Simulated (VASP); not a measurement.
A run of VASP 6.6.1 is set up as follows.

The input INCAR:

```
SYSTEM = AlN
ALGO     = Normal         ! electronic algorithm
EDIFF    = 1E-7           ! SCF threshold, eV
ENCUT    = 520            ! plane-wave cutoff, eV
GGA      = PE             ! functional
ISIF     = 2              ! what is computed and relaxed
ISMEAR   = 0              ! smearing method
LASPH    = .TRUE.         ! aspherical terms in the spheres
LCHARG   = .FALSE.        ! write CHGCAR
LREAL    = .FALSE.        ! projectors in reciprocal space
LWAVE    = .FALSE.        ! write WAVECAR
NBANDS   = 16             ! bands
NELM     = 80             ! most SCF steps
PREC     = Accurate       ! precision mode
SIGMA    = 0.05           ! smearing width, eV
```

The input KPOINTS:

```
k-points
0
G
  9 9 6
  0 0 0
```

The input POSCAR:

```
AlN
1.0
    3.3134793407      0.0000000000      0.0000000000
   -1.6567396703      2.8695572839      0.0000000000
    0.0000000000      0.0000000000      4.1875902417
Al N
2 2
Direct
    0.3333333333      0.6666666667      0.7805460420
    0.6666666667      0.3333333333      0.2805460420
    0.3333333333      0.6666666667      0.1911594770
    0.6666666667      0.3333333333      0.6911594770
```

Potentials or basis: VASP PAW PBE potentials, release 64 (Al, N).

Command:

```console
$ cat potpaw_PBE.64/Al/POTCAR potpaw_PBE.64/N/POTCAR > POTCAR
$ mpirun -np 1 vasp_std > vasp.out
```

Task: Estimate the pressure.

Result: 14.6 GPa.

Task: Estimate the largest force.

Result: 3.361 eV/Å.

Forces on the atoms (eV/Å):
```
Al   0.000  0.000 -3.361
Al   0.000  0.000 -3.361
N    0.000  0.000  3.361
N    0.000  0.000  3.361
```

Caveat: the cell differs from its parent crystal (mode 4 frozen in at -0.246 Å and mode 10 at +0.000 Å (largest displacements)); forces of over 1 eV/Å act on the atoms, so gaps and moduli don't describe the material at rest.
